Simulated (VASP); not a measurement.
# Pb (Fm-3m) in VASP: notebook

Aim: see how the results for Pb move with the level of theory and the settings. Levels: r2SCAN+D3(BJ), r2SCAN. Tasks: single point.

All numbers are computed with VASP 6.6.1; they aren't measurements. Logs are shortened: lines on timing, memory, paths and dates and some standing lists are left out, and cuts for length are marked.

## (1) The cell of the first run

The structure is cubic, space group Fm-3m (No. 225). Conventional cell: a = 4.917 Å, b = 4.917 Å, c = 4.917 Å, α = 90.00°, β = 90.00°, γ = 90.00°. Within 4.6 Å of Pb (site symmetry m-3m) lie 12 Pb at 3.48 Å.

## (2) Single point, r2SCAN+D3(BJ)

The input, POSCAR:

```
Pb
1.0
    0.0000000000      2.4584086270      2.4584086270
    2.4584086270      0.0000000000      2.4584086270
    2.4584086270      2.4584086270      0.0000000000
Pb
1
Direct
    0.0000000000      0.0000000000      0.0000000000
```

The input, INCAR.step1:

```
ALGO     = Normal         # electronic algorithm
EDIFF    = 1E-4           # SCF threshold, eV
ENCUT    = 520            # plane-wave cutoff, eV
GGA      = PE             # functional
ISMEAR   = -1             # smearing method
LASPH    = True           # aspherical terms in the spheres
LCHARG   = False          # write CHGCAR
LREAL    = False          # projectors in reciprocal space
LWAVE    = True           # write WAVECAR
NBANDS   = 13             # bands
NELM     = 80             # most SCF steps
PREC     = Accurate       # precision mode
SIGMA    = 0.05           # smearing width, eV
```

The input, INCAR.step2:

```
ALGO     = Normal         # electronic algorithm
EDIFF    = 1E-6           # SCF threshold, eV
ENCUT    = 520            # plane-wave cutoff, eV
ISIF     = 2              # what is computed and relaxed
ISMEAR   = -1             # smearing method
ISTART   = 1            
IVDW     = 12             # dispersion correction
LASPH    = True           # aspherical terms in the spheres
LCHARG   = False          # write CHGCAR
LMIXTAU  = True         
LREAL    = False          # projectors in reciprocal space
LWAVE    = False          # write WAVECAR
METAGGA  = R2SCAN         # meta-GGA
NBANDS   = 13             # bands
NELM     = 80             # most SCF steps
PREC     = Accurate       # precision mode
SIGMA    = 0.05           # smearing width, eV
VDW_A1   = 0.49484001   
VDW_A2   = 5.73083694   
VDW_S6   = 1.0          
VDW_S8   = 0.78981345
```

The input, KPOINTS:

```
k-points
0
Gamma
  9 9 9
```

Potentials or basis: VASP PAW PBE potentials, release 64 (Pb_d).

Command:

```
$ cat potpaw_PBE.64/Pb_d/POTCAR > POTCAR
$ cp INCAR.step1 INCAR
$ mpirun -np 1 vasp_std > vasp.out
$ cp INCAR.step2 INCAR
$ mpirun -np 1 vasp_std > vasp.out
```

OUTCAR:

```text
EDIFF = 1E-6
   ENCUT = 520
   ISIF = 2
   ISMEAR = -1
   ISTART = 1
   IVDW = 12
   LASPH = True
   LREAL = False
   METAGGA = R2SCAN
   NELM = 80
   PREC = Accurate
 IVDW          = 12

 ion  position               nearest neighbor table
   1  0.000  0.000  0.000-

  LATTYP: Found a face centered cubic cell.
 ALAT       =     4.9168172540

  Lattice vectors:

 A1 = (   0.0000000000,   2.4584086270,   2.4584086270)
 A2 = (   2.4584086270,   0.0000000000,   2.4584086270)
 A3 = (   2.4584086270,   2.4584086270,   0.0000000000)

Analysis of symmetry for initial positions (statically):
[... 5 lines left out ...]
 face centered cubic supercell.

 Subroutine GETGRP returns: Found 48 space group operations
 (whereof 48 operations were pure point group operations)
 out of a pool of 48 trial point group operations.

The static configuration has the point symmetry O_h .

Analysis of symmetry for dynamics (positions and initial velocities):
[... 5 lines left out ...]
 face centered cubic supercell.

 Subroutine GETGRP returns: Found 48 space group operations
 (whereof 48 operations were pure point group operations)
 out of a pool of 48 trial point group operations.

The dynamic configuration has the point symmetry O_h .

 Subroutine INISYM returns: Found 48 space group operations
 (whereof 48 operations are pure point group operations),
 and found     1 'primitive' translations

----------------------------------------------------------------------------------------

                                     Primitive cell

  volume of cell :      29.7161

  direct lattice vectors                    reciprocal lattice vectors
     0.000000000  2.458408627  2.458408627    -0.203383601  0.203383601  0.203383601
     2.458408627  0.000000000  2.458408627     0.203383601 -0.203383601  0.203383601
     2.458408627  2.458408627  0.000000000     0.203383601  0.203383601 -0.203383601

  length of vectors
     3.476714822  3.476714822  3.476714822     0.352270731  0.352270731  0.352270731

  position of ions in fractional coordinates (direct lattice)
     0.000000000  0.000000000  0.000000000

  ion indices of the primitive-cell ions
   primitive index   ion index
                 1           1

----------------------------------------------------------------------------------------

 KPOINTS: k-points

Automatic generation of k-mesh.
 Grid dimensions read from file:
 generate k-points for:    9    9    9

 Generating k-lattice:

  Cartesian coordinates                     Fractional coordinates (reciprocal lattice)
    -0.022598178  0.022598178  0.022598178     0.111111111  0.000000000  0.000000000
     0.022598178 -0.022598178  0.022598178     0.000000000  0.111111111  0.000000000
     0.022598178  0.022598178 -0.022598178     0.000000000  0.000000000  0.111111111

  Length of vectors
     0.039141192  0.039141192  0.039141192

  Shift w.r.t. Gamma in fractional coordinates (k-lattice)
     0.000000000  0.000000000  0.000000000

 Subroutine IBZKPT returns following result:
 ===========================================

 Found     35 irreducible k-points:

 Following reciprocal coordinates:
            Coordinates               Weight
  0.000000  0.000000  0.000000      1.000000
  0.111111  0.000000  0.000000      8.000000
  0.222222  0.000000  0.000000      8.000000
  0.333333  0.000000  0.000000      8.000000
  0.444444  0.000000  0.000000      8.000000
  0.111111  0.111111  0.000000      6.000000
[... 16 lines left out ...]
 -0.333333  0.333333  0.000000     12.000000
  0.444444  0.444444  0.000000      6.000000
 [... further k-points ...]
   k-points           NKPTS =     35   k-points in BZ     NKDIM =     35   number of bands    NBANDS=     13
   number of dos      NEDOS =    301   number of ions     NIONS =      1
   total plane-waves  NPLWV =  21952
   dimension x,y,z NGX =    28 NGY =   28 NGZ =   28
   dimension x,y,z NGXF=    56 NGYF=   56 NGZF=   56
   ions per type =               1
   NGX,Y,Z   is equivalent  to a cutoff of  13.39, 13.39, 13.39 a.u.
   NGXF,Y,Z  is equivalent  to a cutoff of  26.78, 26.78, 26.78 a.u.
 SYSTEM =  unknown system
   PREC   = accura    normal or accurate (medium, high low for compatibility)
   ISTART =      1    job   : 0-new  1-cont  2-samecut
   ICHARG =      0    charge: 1-file 2-atom 10-const
   ISPIN  =      1    spin polarized calculation?
   LNONCOLLINEAR =      F non collinear calculations
   LSORBIT =      F    spin-orbit coupling
   LASPH  =      T    aspherical Exc in radial PAW
   ENCUT  =  520.0 eV  38.22 Ry    6.18 a.u.   6.46  6.46  6.46*2*pi/ulx,y,z
   NELM   =     80;   NELMIN=  2; NELMDL=  0     # of ELM steps
   EDIFF  = 0.1E-05   stopping-criterion for ELM
   LREAL  =      F    real-space projection
   EDIFFG = 0.1E-04   stopping-criterion for IOM
   NSW    =      0    number of steps for IOM
   IBRION =     -1    ionic relax: 0-MD 1-quasi-New 2-CG
   NFREE  =      0    steps in history (QN), initial steepest desc. (CG)
   ISIF   =      2    stress and relaxation
   ISYM   =      2    0-nonsym 1-usesym 2-fastsym
   POTIM  = 0.5000    time-step for ionic-motion
   TEBEG  =    0.0;   TEEND  =   0.0 temperature during run
   PSTRESS=    0.0 pullay stress
   NELECT =      14.0000    total number of electrons
   NUPDOWN=      -1.0000    fix difference up-down
   EMIN   =  10.00;   EMAX   =-10.00  energy-range for DOS
   EFERMI =   0.00;   METHOD = LEGACY
   ISMEAR =    -1;   SIGMA  =   0.05  broadening in eV -4-tet -1-fermi 0-gaus
   EFERMI_NEDOS =   21; number of points for ismear=-14 and -15
   IALGO  =     38    algorithm
   IMIX   =      4    mixing-type and parameters
     AMIX     =   0.40;   BMIX     =  1.00
     AMIX_MAG =   1.60;   BMIX_MAG =  1.00
  volume/ion in A,a.u.               =      29.72       200.53
  Fermi-wavevector in a.u.,A,eV,Ry     =   1.273855  2.407238 22.078274  1.622707
  Thomas-Fermi vector in A             =   2.406656
   LORBIT       =      0    0 simple, 1 ext, 2 COOP (PROOUT), +10 PAW based schemes
   METAGGA = R2SCAN    functional components
   LHFCALC =     F    Hartree Fock is set to
   AEXX    =    0.0000 exact exchange contribution
   IVDW    =    12    specifies the selected vdW correction
   LEPSILON=     F    determine dielectric tensor
   LRPA    =     F    only Hartree local field effects (RPA)
 non-spin polarized calculation
  energy-cutoff  :      520.00
  volume of cell :       29.72
 maximum number of plane-waves:       821
 NGX is ok and might be reduce to    28
   NGX = 13   NGY = 13   NGZ = 13

 number of electron      13.9999999 magnetization

 Free energy of the ion-electron system (eV)
  ---------------------------------------------------
  ext. energy  EPLUGINS =         0.00000000
  ---------------------------------------------------
  free energy    TOTEN  =       -56.28832574 eV

  energy without entropy =      -56.28505159  energy(sigma->0) =      -56.28668866

 E-fermi :   7.2778     XC(G=0): -11.0368

 val. band max:        7.2762943064   @ k =  -0.2222   0.3333   0.1111
 cond. band min:       7.4885798733   @ k =   0.3333   0.3333   0.0000
 fundamental gap:      0.2122855669
 Fermi energy:         7.2778184256

 k-point     1 :       0.0000    0.0000    0.0000
  band No.  band energies     occupation
      1     -10.2902      2.00000
      2     -10.2902      2.00000
      3     -10.2902      2.00000
      4     -10.1324      2.00000
      5     -10.1324      2.00000
      6      -4.9902      2.00000
      7      15.3588      0.00000
      8      15.3588      0.00000
      9      15.3588      0.00000
     10      17.8869      0.00000
     11      20.0260      0.00000
     12      20.7126      0.00000
     13      20.7126      0.00000

 k-point     2 :       0.1111    0.0000    0.0000
  band No.  band energies     occupation
      1     -10.2913      2.00000
      2     -10.2716      2.00000
      3     -10.2716      2.00000
      4     -10.1325      2.00000
      5     -10.1325      2.00000
      6      -4.7348      2.00000
      7      12.8912      0.00000
      8      15.0538      0.00000
      9      15.0538      0.00000
     10      17.4894      0.00000
     11      20.8867      0.00000
     12      21.2534      0.00000
     13      21.2534      0.00000

 k-point     3 :       0.2222    0.0000    0.0000
  band No.  band energies     occupation
      1     -10.2987      2.00000
      2     -10.2497      2.00000
      3     -10.2497      2.00000
      4     -10.1067      2.00000
      5     -10.1067      2.00000
      6      -3.9689      2.00000
      7       9.2026      0.00000
      8      14.4069      0.00000
      9      14.4069      0.00000
     10      17.1757      0.00000
     11      20.2113      0.00000
     12      20.8880      0.00000
     13      20.8880      0.00000

 k-point     4 :       0.3333    0.0000    0.0000
  band No.  band energies     occupation
      1     -10.3138      2.00000
      2     -10.2609      2.00000
      3     -10.2609      2.00000
      4     -10.0397      2.00000
      5     -10.0397      2.00000
      6      -2.7339      2.00000
      7       5.8665      2.00000
      8      13.7886      0.00000
      9      13.7886      0.00000
     10      17.1042      0.00000
     11      18.8439      0.00000
     12      19.9281      0.00000
     13      19.9281      0.00000

 k-point     5 :       0.4444    0.0000    0.0000
  band No.  band energies     occupation
      1     -10.3270      2.00000
      2     -10.2761      2.00000
      3     -10.2761      2.00000
      4      -9.9870      2.00000
      5      -9.9870      2.00000
      6      -1.3476      2.00000
      7       3.4045      2.00000
      8      13.4230      0.00000
      9      13.4230      0.00000
     10      17.3035      0.00000
     11      17.9190      0.00000
     12      19.4410      0.00000
     13      19.4410      0.00000
[... 257 lines left out ...]
 k-point    22 :      -0.4444    0.3333    0.0000
  band No.  band energies     occupation
      1     -10.3961      2.00000
      2     -10.2801      2.00000
      3     -10.0648      2.00000
      4     -10.0417      2.00000
      5      -9.9723      2.00000
      6       0.1617      2.00000
      7       4.8333      2.00000
      8       6.9853      1.99426
      9      10.4890      0.00000
     10      14.4357      0.00000
     11      18.8308      0.00000
     12      24.6018      0.00000
     13      24.8429      0.00000

 k-point    23 :      -0.3333    0.3333    0.0000
  band No.  band energies     occupation
      1     -10.3545      2.00000
      2     -10.1758      2.00000
      3     -10.1228      2.00000
      4     -10.0965      2.00000
      5     -10.0222      2.00000
      6      -0.0019      2.00000
      7       5.5582      2.00000
      8       5.7653      2.00000
      9      11.3255      0.00000
     10      14.9488      0.00000
     11      22.1484      0.00000
     12      23.8271      0.00000
     13      23.8686      0.00000

 k-point    24 :       0.4444    0.4444    0.0000
  band No.  band energies     occupation
      1     -10.4721      2.00000
      2     -10.3675      2.00000
      3      -9.9968      2.00000
      4      -9.9516      2.00000
      5      -9.9516      2.00000
      6       0.0055      2.00000
      7       4.5415      2.00000
      8       9.7091      0.00000
      9       9.7091      0.00000
     10      13.5319      0.00000
     11      14.5914      0.00000
     12      26.8742      0.00000
     13      28.7885      0.00000

 [... further k-points ...]

------------------------ aborting loop because EDIFF is reached ----------------------------------------

 Edisp (eV)   -0.19906

 E8    (eV) :    -0.0825

  FORCE on cell =-STRESS in cart. coord.  units (eV):
  Direction    XX          YY          ZZ          XY          YZ          ZX
  --------------------------------------------------------------------------------------
  -------------------------------------------------------------------------------------
  Total       0.20415     0.20415     0.20415     0.00000     0.00000    -0.00000
  in kB      11.00689    11.00689    11.00689     0.00000     0.00000    -0.00000
  external pressure =       11.01 kB  Pullay stress =        0.00 kB

 VOLUME and BASIS-vectors are now :
 -----------------------------------------------------------------------------
  energy-cutoff  :      520.00
  volume of cell :       29.72
      direct lattice vectors                 reciprocal lattice vectors
     0.000000000  2.458408627  2.458408627    -0.203383601  0.203383601  0.203383601
     2.458408627  0.000000000  2.458408627     0.203383601 -0.203383601  0.203383601
     2.458408627  2.458408627  0.000000000     0.203383601  0.203383601 -0.203383601

 POSITION                                       TOTAL-FORCE (eV/Angst)
 -----------------------------------------------------------------------------------
      0.00000      0.00000      0.00000        -0.000000     -0.000000     -0.000000
 -----------------------------------------------------------------------------------
    total drift:                               -0.000000     -0.000000     -0.000000

  FREE ENERGIE OF THE ION-ELECTRON SYSTEM (eV)
  ---------------------------------------------------
  free  energy   TOTEN  =       -56.4873811962 eV

  energy  without entropy=      -56.4841070406  energy(sigma->0) =      -56.48574412
```

It took 61 s on 1 thread of Intel Xeon Platinum 8488C (Sapphire Rapids), shared host; peak memory 0.17 GiB.

What came out:

| Property | Result |
| --- | --- |
| Free energy | -56.4874 eV |
| Pressure | 1.1 GPa |
| Band gap on the k mesh | zero (band 7 reaches 15.36 eV, above the bottom of band 8 at 5.77 eV) |
| Dispersion energy per atom | -0.199 eV |

Levels at points of the mesh, in eV from the Fermi level:
```tsv
k point	band 5	band 6	band 7	band 8	band 9	band 10
(0.00, 0.00, 0.00)	-17.41	-12.27	8.08	8.08	8.08	10.61
```

Caveat: the PAW data sets were made with another functional, which shifts forces and pressure a little; spin-orbit coupling is left out, which moves the levels of the heavy elements; pairwise dispersion overbinds metals, which lowers pressure and volume.

## (3) Single point, r2SCAN+D3(BJ)

This run uses another cell than the first one, of 30.32 Å³/atom, 1.020 times its volume.

The input, POSCAR:

```
Pb
1.0
    0.0000000000      2.4750200000      2.4750200000
    2.4750200000      0.0000000000      2.4750200000
    2.4750200000      2.4750200000      0.0000000000
Pb
1
Direct
    0.0000000000      0.0000000000      0.0000000000
```

The input, INCAR.step1:

```
SYSTEM = Pb
PREC = Accurate
ENCUT = 520
ISMEAR = -1
SIGMA = 0.05
LREAL = .False.
LASPH = .True.
NELM = 60
NBANDS = 13
GGA = PE
ALGO = Normal
EDIFF = 1E-4
LWAVE = .True.
LCHARG = .False.
```

The input, INCAR.step2:

```
SYSTEM = Pb
PREC = Accurate
ENCUT = 520
EDIFF = 1E-6
ISMEAR = -1
SIGMA = 0.05
LREAL = .False.
LASPH = .True.
NELM = 60
ALGO = Normal
ISIF = 2
LWAVE = .False.
LCHARG = .False.
METAGGA = R2SCAN
LMIXTAU = .True.
IVDW = 12
VDW_S6 = 1.0
VDW_S8 = 0.78981345
VDW_A1 = 0.49484001
VDW_A2 = 5.73083694
NBANDS = 13
ISTART = 1
```

The input, KPOINTS:

```
Automatic mesh
0
Gamma
  9 9 9
  0 0 0
```

Potentials or basis: VASP PAW PBE potentials, release 64 (Pb_d).

Command:

```
$ cat potpaw_PBE.64/Pb_d/POTCAR > POTCAR
$ cp INCAR.step1 INCAR
$ mpirun -np 1 vasp_std > vasp.out
$ cp INCAR.step2 INCAR
$ mpirun -np 1 vasp_std > vasp.out
```

It took 49 s on 1 thread of Intel Xeon Platinum 8488C (Sapphire Rapids), shared host; peak memory 0.18 GiB.

The run converged. Its results:

| Property | Result |
| --- | --- |
| Free energy | -56.4899 eV |
| Pressure | 0.0 GPa |
| Band gap on the k mesh | zero (band 7 reaches 14.96 eV, above the bottom of band 8 at 5.58 eV) |
| Dispersion energy per atom | -0.195 eV |

Levels at points of the mesh, in eV from the Fermi level:
```csv
k point,band 3,band 4,band 5,band 6,band 7,band 8,band 9,band 10,band 11,band 12
"(0.00, 0.00, 0.00)",-17.56,-17.41,-17.41,-12.13,7.90,7.90,7.90,10.59,12.46,13.27
```

Caveat: the PAW data sets were made with another functional, which shifts forces and pressure a little; spin-orbit coupling is left out, which moves the levels of the heavy elements; pairwise dispersion overbinds metals, which lowers pressure and volume.

(Continued in part 2 of 2.)
